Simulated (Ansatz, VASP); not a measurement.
# AlNi in VASP and in Ansatz

File INCAR:

```
PREC = Accurate ; ENCUT = 520
EDIFF = 1E-7 ; ISMEAR = 0
SIGMA = 0.15 ; LREAL = False
LASPH = True ; NELM = 60
ALGO = Normal ; ISIF = 2
LWAVE = False ; LCHARG = False
GGA = PE ; NBANDS = 14
```

Contents of KPOINTS:

```
Automatic mesh
0
Gamma
  16 16 16
```

POSCAR

```
AlNi
1.0
    2.8927237805      0.0000000000      0.0000000000
    0.0000000000      2.8927237805      0.0000000000
    0.0000000000      0.0000000000      2.8927237805
Al Ni
1 1
Direct
    0.0000000000      0.0000000000     -0.0345694949
    0.5000000000      0.5000000000      0.5158917043
```

Input for Ansatz:

```yaml
crystal:
  lattice:
    - [2.8927237805, 0.0, 0.0]
    - [0.0, 2.8927237805, 0.0]
    - [0.0, 0.0, 2.8927237805]
  atoms:
    - { symbol: Al, position: [0.0, 0.0, -0.0345694949] }
    - { symbol: Ni, position: [0.5, 0.5, 0.5158917043] }
basis:
  ecutwfc: 520.0
kpoints:
  mp_grid: { grid: [16, 16, 16] }
hamiltonian:
  xc: pbe
  pseudopotentials: { kind: paw, azcp: { folder: soft_1 } }
scf:
  occupations: { method: gaussian, width: 0.15 }
output:
  forces: true
  stress: true
  eigenvalues: true
```

Change from the starting cell: mode 6 frozen in at -0.100 Å, equal normal strain along x, y and z +0.0000.

Alike in both runs: task single point; functional PBE; k mesh 16 × 16 × 16; occupations gaussian, width 0.15 eV; no spin polarisation.

```csv
,VASP,Ansatz
version,VASP 6.6.1,Ansatz 0.2.0
potentials or method,"VASP PAW PBE potentials, release 64 (Al, Ni), cutoff 520 eV","scalar-relativistic, plane waves, PAW"
valence electrons in the cell,13,21
```

```csv
,VASP,Ansatz,Ansatz less VASP
gap on the k mesh at the Fermi level (eV),none,none,-
pressure (GPa),1.4,1.3,-0.08
"traceless stress, the component that is largest in VASP (GPa)",-0.67,-0.66,+0.008
rms of the force components (eV/Å),0.480,0.477,-0.0030
```

Atom by atom the forces differ by 0.003 eV/Å (rms over components). A gap of «none» marks a metal or a gap that the smearing closes. VASP's potentials hold 13 valence electrons a cell and Ansatz's 21, so a difference there can come from the potentials and not from the codes.
